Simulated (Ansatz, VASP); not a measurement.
**One calculation of Sn2Pt, two programs**

```
Sn Pt
1.0
     0.00000    3.20408    3.20408
     3.20408    0.00000    3.20408
     3.20408    3.20408    0.00000
Sn Pt
2 1
Direct
  0.25000 0.25000 0.25000
  0.75000 0.75000 0.75000
  0.00000 0.00000 0.00000
```

Alike in both runs: functional LDA; k mesh 12 × 12 × 12; occupations fermi-dirac, width 0.15 eV; no spin polarisation.

Ansatz relaxed the structure, and its values are those at the end. VASP's run is a single point on that final structure, the one shown.

|  | VASP | Ansatz |
| --- | --- | --- |
| version | VASP 6.6.1 | Ansatz 0.2.0 |
| potentials or method | VASP PAW LDA potentials, release 64 (Sn_d, Pt), cutoff 520 eV | scalar-relativistic, plane waves, PAW |
| valence electrons in the cell | 38 | 46 |

|  | VASP | Ansatz | Ansatz less VASP |
| --- | --- | --- | --- |
| gap on the k mesh at the Fermi level (eV) | none | none | - |
| pressure (GPa) | 0.2 | 0.0 | -0.23 |

LDA's correlation is that of Perdew and Zunger in VASP and of Perdew and Wang (1992) in Ansatz. A gap of «none» marks a metal or a gap that the smearing closes. VASP's potentials hold 38 valence electrons a cell and Ansatz's 46, so a difference there can come from the potentials and not from the codes.

Neither program's run includes spin-orbit coupling.
